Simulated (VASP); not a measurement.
# W (Fd-3m) in VASP: further runs

Runs on W. Level: PBE. Tasks: relaxation of cell and atoms.

Program: VASP 6.6.1. These are calculated values, not measurements. Logs are shortened: lines on timing, memory, paths and dates and some standing lists are left out, and cuts for length are marked.

## Step 1: The cell of the first run

It takes space group Fd-3m (No. 227, cubic). Conventional cell: a = 5.480 Å, b = 5.480 Å, c = 5.480 Å, α = 90.00°, β = 90.00°, γ = 90.00°. W (site symmetry -43m) has 4 W at 2.37 Å within 3.1 Å.

## Step 2: Relaxation of cell and atoms, PBE, target pressure 10 GPa, at which the enthalpy is minimised

INCAR reads:

```
ALGO = Normal
EDIFF = 1E-7
EDIFFG = -0.01
ENCUT = 600
GGA = PE
IBRION = 2
ISIF = 3
ISMEAR = 0
LASPH = T
LCHARG = F
LREAL = F
LWAVE = F
NELM = 100
NSW = 60
PREC = Accurate
PSTRESS = 100.0
SIGMA = 0.1
```

KPOINTS reads:

```
k-points
0
Gamma
  15 15 15
```

POSCAR reads:

```
W
1.0
    0.0000000000      2.7400000000      2.7400000000
    2.7400000000      0.0000000000      2.7400000000
    2.7400000000      2.7400000000      0.0000000000
W
2
Direct
    0.0000000000      0.0000000000      0.0000000000
    0.2500000000      0.2500000000      0.2500000000
```

Potentials or basis: VASP PAW PBE potentials, release 64 (W_sv).

Launch:

```console
$ cat potpaw_PBE.64/W_sv/POTCAR > POTCAR
$ mpirun -np 1 vasp_std > vasp.out
```

OUTCAR:

```text
EDIFF = 1E-7
   EDIFFG = -0.01
   ENCUT = 600
   GGA = PE
   IBRION = 2
   ISIF = 3
   ISMEAR = 0
   LASPH = T
   LREAL = F
   NELM = 100
   NSW = 60
   PREC = Accurate
   PSTRESS = 100.0

 ion  position               nearest neighbor table
   1  0.000  0.000  0.000-   2 2.37   2 2.37   2 2.37   2 2.37
   2  0.250  0.250  0.250-   1 2.37   1 2.37   1 2.37   1 2.37

  LATTYP: Found a face centered cubic cell.
 ALAT       =     5.4800000000

  Lattice vectors:

 A1 = (   0.0000000000,   2.7400000000,   2.7400000000)
 A2 = (   2.7400000000,   0.0000000000,   2.7400000000)
 A3 = (   2.7400000000,   2.7400000000,   0.0000000000)

Analysis of symmetry for initial positions (statically):
=====================================================================
 Subroutine PRICEL returns:
 Original cell was already a primitive cell.

 Routine SETGRP: Setting up the symmetry group for a
 face centered cubic supercell.

 Subroutine GETGRP returns: Found 48 space group operations
 (whereof 24 operations were pure point group operations)
 out of a pool of 48 trial point group operations.

The static configuration has the point symmetry T_d .
 The point group associated with its full space group is O_h .

Analysis of symmetry for dynamics (positions and initial velocities):
=====================================================================
 Subroutine PRICEL returns:
 Original cell was already a primitive cell.

 Routine SETGRP: Setting up the symmetry group for a
 face centered cubic supercell.

 Subroutine GETGRP returns: Found 48 space group operations
 (whereof 24 operations were pure point group operations)
 out of a pool of 48 trial point group operations.

The dynamic configuration has the point symmetry T_d .
 The point group associated with its full space group is O_h .

 Subroutine INISYM returns: Found 48 space group operations
 (whereof 24 operations are pure point group operations),
 and found     1 'primitive' translations

----------------------------------------------------------------------------------------

                                     Primitive cell

  volume of cell :      41.1416

  direct lattice vectors                    reciprocal lattice vectors
     0.000000000  2.740000000  2.740000000    -0.182481752  0.182481752  0.182481752
     2.740000000  0.000000000  2.740000000     0.182481752 -0.182481752  0.182481752
     2.740000000  2.740000000  0.000000000     0.182481752  0.182481752 -0.182481752

  length of vectors
     3.874945161  3.874945161  3.874945161     0.316067666  0.316067666  0.316067666

  position of ions in fractional coordinates (direct lattice)
     0.000000000  0.000000000  0.000000000
     0.250000000  0.250000000  0.250000000

  ion indices of the primitive-cell ions
   primitive index   ion index
                 1           1
                 2           2

----------------------------------------------------------------------------------------

 KPOINTS: k-points

Automatic generation of k-mesh.
 Grid dimensions read from file:
 generate k-points for:   15   15   15

 Generating k-lattice:

  Cartesian coordinates                     Fractional coordinates (reciprocal lattice)
    -0.012165450  0.012165450  0.012165450     0.066666667  0.000000000  0.000000000
     0.012165450 -0.012165450  0.012165450     0.000000000  0.066666667  0.000000000
     0.012165450  0.012165450 -0.012165450     0.000000000  0.000000000  0.066666667

  Length of vectors
     0.021071178  0.021071178  0.021071178

  Shift w.r.t. Gamma in fractional coordinates (k-lattice)
     0.000000000  0.000000000  0.000000000

 Subroutine IBZKPT returns following result:
 ===========================================

 Found    120 irreducible k-points:

 Following reciprocal coordinates:
            Coordinates               Weight
  0.000000  0.000000  0.000000      1.000000
  0.066667  0.000000  0.000000      8.000000
  0.133333  0.000000  0.000000      8.000000
  0.200000  0.000000  0.000000      8.000000
  0.266667  0.000000  0.000000      8.000000
  0.333333  0.000000  0.000000      8.000000
[... 16 lines left out ...]
  0.133333  0.133333  0.000000      6.000000
  0.200000  0.133333  0.000000     24.000000
 [... further k-points ...]
   k-points           NKPTS =    120   k-points in BZ     NKDIM =    120   number of bands    NBANDS=     18
   number of dos      NEDOS =    301   number of ions     NIONS =      2
   total plane-waves  NPLWV =  32768
   dimension x,y,z NGX =    32 NGY =   32 NGZ =   32
   dimension x,y,z NGXF=    64 NGYF=   64 NGZF=   64
   ions per type =               2
   NGX,Y,Z   is equivalent  to a cutoff of  13.73, 13.73, 13.73 a.u.
   NGXF,Y,Z  is equivalent  to a cutoff of  27.46, 27.46, 27.46 a.u.
 SYSTEM =  unknown system
   PREC   = accura    normal or accurate (medium, high low for compatibility)
   ISTART =      0    job   : 0-new  1-cont  2-samecut
   ICHARG =      2    charge: 1-file 2-atom 10-const
   ISPIN  =      1    spin polarized calculation?
   LNONCOLLINEAR =      F non collinear calculations
   LSORBIT =      F    spin-orbit coupling
   LASPH  =      T    aspherical Exc in radial PAW
   ENCUT  =  600.0 eV  44.10 Ry    6.64 a.u.   7.74  7.74  7.74*2*pi/ulx,y,z
   NELM   =    100;   NELMIN=  2; NELMDL= -5     # of ELM steps
   EDIFF  = 0.1E-06   stopping-criterion for ELM
   LREAL  =      F    real-space projection
   EDIFFG = -.1E-01   stopping-criterion for IOM
   NSW    =     60    number of steps for IOM
   IBRION =      2    ionic relax: 0-MD 1-quasi-New 2-CG
   NFREE  =      1    steps in history (QN), initial steepest desc. (CG)
   ISIF   =      3    stress and relaxation
   ISYM   =      2    0-nonsym 1-usesym 2-fastsym
   POTIM  = 0.5000    time-step for ionic-motion
   TEBEG  =    0.0;   TEEND  =   0.0 temperature during run
   PSTRESS=  100.0 pullay stress
   NELECT =      28.0000    total number of electrons
   NUPDOWN=      -1.0000    fix difference up-down
   EMIN   =  10.00;   EMAX   =-10.00  energy-range for DOS
   EFERMI =   0.00;   METHOD = LEGACY
   ISMEAR =     0;   SIGMA  =   0.10  broadening in eV -4-tet -1-fermi 0-gaus
   EFERMI_NEDOS =   21; number of points for ismear=-14 and -15
   IALGO  =     38    algorithm
   IMIX   =      4    mixing-type and parameters
     AMIX     =   0.40;   BMIX     =  1.00
     AMIX_MAG =   1.60;   BMIX_MAG =  1.00
  volume/ion in A,a.u.               =      20.57       138.82
  Fermi-wavevector in a.u.,A,eV,Ry     =   1.440015  2.721233 28.213620  2.073643
  Thomas-Fermi vector in A             =   2.558806
   LORBIT       =      0    0 simple, 1 ext, 2 COOP (PROOUT), +10 PAW based schemes
   GGA     = PE    functional components
   LHFCALC =     F    Hartree Fock is set to
   AEXX    =    0.0000 exact exchange contribution
   IVDW    =     0    specifies the selected vdW correction
   LEPSILON=     F    determine dielectric tensor
   LRPA    =     F    only Hartree local field effects (RPA)
 conjugate gradient relaxation of ions
 non-spin polarized calculation
 Gauss-broadening in eV      SIGMA  =   0.10
  energy-cutoff  :      600.00
  volume of cell :       41.14
 maximum number of plane-waves:      1392
   NGX = 15   NGY = 15   NGZ = 15

--------------------------------------- Ionic step        1  -------------------------------------------

 number of electron      27.9999997 magnetization

 Free energy of the ion-electron system (eV)
  ---------------------------------------------------
  ext. energy  EPLUGINS =         0.00000000
  ---------------------------------------------------
  free energy    TOTEN  =       -19.83539876 eV

  energy without entropy =      -19.82508847  energy(sigma->0) =      -19.83024362

------------------------ aborting loop because EDIFF is reached ----------------------------------------

  FORCE on cell =-STRESS in cart. coord.  units (eV):
  Direction    XX          YY          ZZ          XY          YZ          ZX
  --------------------------------------------------------------------------------------
  -------------------------------------------------------------------------------------
  Total        8.5692179      8.5692179      8.5692179      0.0000000     -0.0000000      0.0000000
  in kB      333.7106654    333.7106654    333.7106654      0.0000000     -0.0000000      0.0000000
  external PRESSURE =     233.7106654 kB  Pullay stress =     100.0000000 kB
[... 23 lines left out ...]
  enthalpy is  TOTEN    =       -17.2675401802 eV   P V=        2.5678585778

--------------------------------------- Ionic step        2  -------------------------------------------

 number of electron      27.9999998 magnetization

 E-fermi :   3.3504     XC(G=0):  -9.7344

 val. band max:        3.3372621442   @ k =  -0.2667   0.3333   0.1333
 cond. band min:       3.3506595777   @ k =  -0.4667   0.4000   0.1333
 fundamental gap:      0.0133974335
 Fermi energy:         3.3503731481

 k-point     1 :       0.0000    0.0000    0.0000
  band No.  band energies     occupation
      1     -70.0808      2.00000
      2     -69.9527      2.00000
      3     -34.4246      2.00000
      4     -34.4246      2.00000
      5     -34.4246      2.00000
      6     -33.9444      2.00000
[... 10 lines left out ...]
     17       4.6231      0.00000
     18       7.3434      0.00000
[... 550 lines left out ...]
  FREE ENERGIE OF THE ION-ELECTRON SYSTEM (eV)
  ---------------------------------------------------
  free  energy   TOTEN  =       -20.5315496648 eV

  energy  without entropy=      -20.5170680341  energy(sigma->0) =      -20.52430885

  enthalpy is  TOTEN    =       -17.6054516184 eV   P V=        2.9260980464

[... ionic steps 4 to 15 ...]

--------------------------------------- Ionic step       16  -------------------------------------------

 number of electron      28.0000000 magnetization

------------------------ aborting loop because EDIFF is reached ----------------------------------------

  FORCE on cell =-STRESS in cart. coord.  units (eV):
  Direction    XX          YY          ZZ          XY          YZ          ZX
  --------------------------------------------------------------------------------------
  -------------------------------------------------------------------------------------
  Total        2.9157909      2.9157909      2.9157909      0.0000000     -0.0000000      0.0000000
  in kB      100.9981542    100.9981542    100.9981542      0.0000000     -0.0000000      0.0000000
  external PRESSURE =       0.9981542 kB  Pullay stress =     100.0000000 kB
[... 61 lines left out ...]
  enthalpy is  TOTEN    =       -17.6092077241 eV   P V=        2.8874276243

--------------------------------------- Ionic step       18  -------------------------------------------

 number of electron      28.0000000 magnetization

 Free energy of the ion-electron system (eV)
  ---------------------------------------------------
  ext. energy  EPLUGINS =         0.00000000
  ---------------------------------------------------
  free energy    TOTEN  =       -20.49754640 eV

  energy without entropy =      -20.48364901  energy(sigma->0) =      -20.49059770

 E-fermi :   5.9158     XC(G=0): -11.1107

 val. band max:        5.9125398379   @ k =   0.4000   0.3333   0.0000
 cond. band min:       5.9162335026   @ k =   0.3333   0.2667   0.0667
 fundamental gap:      0.0036936647
 Fermi energy:         5.9157767987

 k-point     1 :       0.0000    0.0000    0.0000
  band No.  band energies     occupation
      1     -67.2172      2.00000
      2     -66.8099      2.00000
      3     -31.8904      2.00000
      4     -31.8904      2.00000
      5     -31.8904      2.00000
      6     -30.8005      2.00000
[... 10 lines left out ...]
     17       7.5220      0.00000
     18      11.5897      0.00000
[... 512 lines left out ...]
  FREE ENERGIE OF THE ION-ELECTRON SYSTEM (eV)
  ---------------------------------------------------
  free  energy   TOTEN  =       -20.4975463987 eV

  energy  without entropy=      -20.4836490066  energy(sigma->0) =      -20.49059770

  enthalpy is  TOTEN    =       -17.6092123020 eV   P V=        2.8883340967

 reached required accuracy - stopping structural energy minimisation
```

Wall time 5.1 min (1 thread of AMD EPYC 9R45 (Zen 5), shared host); peak memory 0.23 GiB.

Results:

```yaml
Free_energy: -20.4975 eV
Relaxed_volume: 23.14 Å³/atom
Relaxed_cell: a = 4.030 Å, b = 4.030 Å, c = 4.030 Å, α = 60.00°, β = 60.00°, γ = 60.00°
Space_group_after_relaxing_to_0.05_Å: Fd-3m (No. 227)
Energy_change_on_relaxing_the_enthalpy_is_what_falls: -331.1 meV/atom
Ionic_steps: 18
Pressure_after_relaxing: 10.0 GPa
Band_gap_on_the_k_mesh: zero (band 14 reaches 6.44 eV, above the bottom of band 15 at 5.49 eV)
```

Step by step:
| step | energy change (eV) | largest force (eV/Å) | pressure (GPa) | volume (Å³) |
| --- | --- | --- | --- | --- |
| 1 | 0.0000 | 0.0000 | 33.37 | 41.14 |
| 2 | 0.0036 | 0.0000 | -17.14 | 61.72 |
| 3 | -0.6962 | 0.0000 | 8.01 | 46.88 |
| 4 | -0.6669 | 0.0000 | 9.77 | 46.35 |
| 5 | -0.6601 | 0.0000 | 10.14 | 46.24 |
| 6 | -0.6602 | 0.0000 | 10.15 | 46.24 |
| 7 | -0.6603 | 0.0000 | 10.13 | 46.25 |
| 8 | -0.6603 | 0.0000 | 10.13 | 46.25 |
| 9 | -0.6603 | 0.0000 | 10.13 | 46.25 |
| 10 | -0.6603 | 0.0000 | 10.13 | 46.25 |
| 11 | -0.6603 | 0.0000 | 10.13 | 46.25 |
| 12 | -0.6604 | 0.0000 | 10.13 | 46.25 |
| 13 | -0.6604 | 0.0000 | 10.13 | 46.25 |
| 14 | -0.6604 | 0.0000 | 10.14 | 46.25 |
| 15 | -0.6606 | 0.0000 | 10.12 | 46.25 |
| 16 | -0.6608 | 0.0000 | 10.10 | 46.25 |
| 17 | -0.6612 | 0.0000 | 10.07 | 46.26 |
| 18 | -0.6621 | 0.0000 | 10.01 | 46.28 |

Final structure:
```xyz
2
Lattice="0.0000 2.8495 2.8495 2.8495 0.0000 2.8495 2.8495 2.8495 0.0000" Properties=species:S:1:pos:R:3 pbc="T T T"
W     0.0000    0.0000    0.0000
W     1.4248    1.4248    1.4248
```

Caveat: the cell is relaxed towards a set pressure, so the enthalpy falls and the energy may rise; spin-orbit coupling is left out, which moves the levels of the heavy elements.

(Continued in part 2 of 2.)
